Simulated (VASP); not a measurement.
Runs of VASP 6.6.1 on GdN. The structure is that of space group Fm-3m (No. 225), or close to it. The cells are those of the table. 

```csv
task,level,cell,k mesh,cutoff (eV),gap on the mesh (eV),pressure (GPa),moment (μB)
single point,r2SCAN,"a = 3.469 Å, angles 60.0°, 2 atoms",12 × 12 × 12,520,none,(b),7.00
electric field gradients,r2SCAN,"a = 3.517 Å, angles 60.0°, 2 atoms",12 × 12 × 12,800,none,0.2,7.00
single point,r2SCAN,"a = 3.517 Å, angles 60.0°, 2 atoms",12 × 12 × 12,520,none,0.0,7.00
single point,r2SCAN,"a = 3.524 Å, angles 60.0°, 2 atoms",12 × 12 × 12,800,none,-0.9,7.00
electric field gradients,r2SCAN,"a = 3.535 Å, angles 60.0°, 2 atoms",12 × 12 × 12,800,none,-2.2,7.00
single point,PBE,"a = 3.535 Å, angles 60.0°, 2 atoms",8 × 8 × 8,600,none,-1.3,7.00
single point,r2SCAN,"a = 3.540 Å, angles 60.0°, 2 atoms",12 × 12 × 12,520,none,-3.0,7.00
single point,PBE,"a = 3.524 Å, angles 60.0°, 2 atoms",8 × 8 × 8,600,none,(a),7.00
```

Alike in all rows: potentials or basis VASP PAW PBE potentials, release 64 (Gd, N); spin collinear, ferromagnetic start; smearing gaussian 0.05 eV.

Question: Fill in the values left out.

Answer: (a) -0.2; (b) 7.1.

Caveats: spin-orbit coupling is left out, which moves the levels of the heavy elements; a cell with one magnetic atom can't hold antiferromagnetic order, which such compounds often take; semilocal functionals describe open f shells poorly, which spoils levels, moments and volumes; the PAW data sets were made with another functional, which shifts forces and pressure a little (at least some runs); the cell stands under pressure (at least some runs).

A k mesh can miss the band edges, and the runs leave out spin-orbit coupling on Gd.

A gap of «none» marks levels without a gap at the run's occupations.
